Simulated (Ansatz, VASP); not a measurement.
# Pt: VASP beside Ansatz

Contents of INCAR:

```
SYSTEM = Pt
ALGO     = Normal         ! electronic algorithm
EDIFF    = 1E-7           ! SCF threshold, eV
EDIFFG   = -0.04          ! ionic threshold
ENCUT    = 500            ! plane-wave cutoff, eV
GGA      = PE             ! functional
GGA_COMPAT= .FALSE.      
IBRION   = 2              ! ionic algorithm
ISIF     = 3              ! what is computed and relaxed
ISMEAR   = 0              ! smearing method
LASPH    = .TRUE.         ! aspherical terms in the spheres
LCHARG   = .FALSE.        ! write CHGCAR
LREAL    = .FALSE.        ! projectors in reciprocal space
LWAVE    = .FALSE.        ! write WAVECAR
NELM     = 120            ! most SCF steps
NELMIN   = 4            
NSW      = 90             ! ionic steps
PREC     = Accurate       ! precision mode
SIGMA    = 0.1            ! smearing width, eV
```

KPOINTS

```
k-points
0
G
  6 6 2
  0 0 0
```

The input POSCAR:

```
Pt
1.0
    3.0691535342      0.0000000000      0.0000000000
   -1.5345767671      2.6579649287      0.0000000000
    0.0000000000      0.0000000000      8.3590766987
Pt
4
Direct
    0.0000000000      0.0000000000      0.2500000000
    0.0000000000      0.0000000000      0.7500000000
    0.3333333333      0.6666666667      0.7500000000
    0.6666666667      0.3333333333      0.2500000000
```

Input for Ansatz:

```yaml
crystal:
  lattice:
    - [3.0691535342, 0.0, 0.0]
    - [-1.5345767671, 2.6579649287, 0.0]
    - [0.0, 0.0, 8.3590766987]
  atoms:
    - { symbol: Pt, position: [0.0, 0.0, 0.25] }
    - { symbol: Pt, position: [0.0, 0.0, 0.75] }
    - { symbol: Pt, position: [0.3333333333, 0.6666666667, 0.75] }
    - { symbol: Pt, position: [0.6666666667, 0.3333333333, 0.25] }
basis:
  ecutwfc: 420
kpoints:
  mp_grid: { grid: [6, 6, 2] }
hamiltonian:
  xc: pbe
scf:
  occupations: { method: gaussian, width: 0.1 }
  lower_state_search: "off"
output:
  forces: true
  stress: true
  eigenvalues: true
relax:
  adjacent_minimum: "off"
  f_tol: 0.04
  max_steps: 70
  cell: { stress_tol: 0.4 }
```

Alike in both runs: task relaxation of cell and atoms; functional PBE; k mesh 6 × 6 × 2; occupations gaussian, width 0.1 eV; no spin polarisation.

|  | VASP | Ansatz |
| --- | --- | --- |
| version | VASP 6.6.1 | Ansatz 0.2.0 |
| potentials or method | VASP PAW PBE potentials, release 64 (Pt_sv_GW), cutoff 500 eV | scalar-relativistic, plane waves, PAW |
| valence electrons in the cell | 72 | 72 |

|  | VASP | Ansatz | Ansatz less VASP |
| --- | --- | --- | --- |
| gap on the k mesh at the Fermi level, each at its own relaxed structure (eV) | none | none | - |
| relaxed volume (Å³/atom) | 18.41 | 20.64 | +2.230 |
| relaxed cell length with the largest relative difference (Å) | 4.079 | 4.361 | +0.2818 |

A gap of «none» marks a metal or a gap that the smearing closes. One of these differences is far larger than is usual between the two programs; its cause wasn't traced.

The k mesh is coarse, so the values compare programs but aren't converged. Spin-orbit coupling is off throughout.
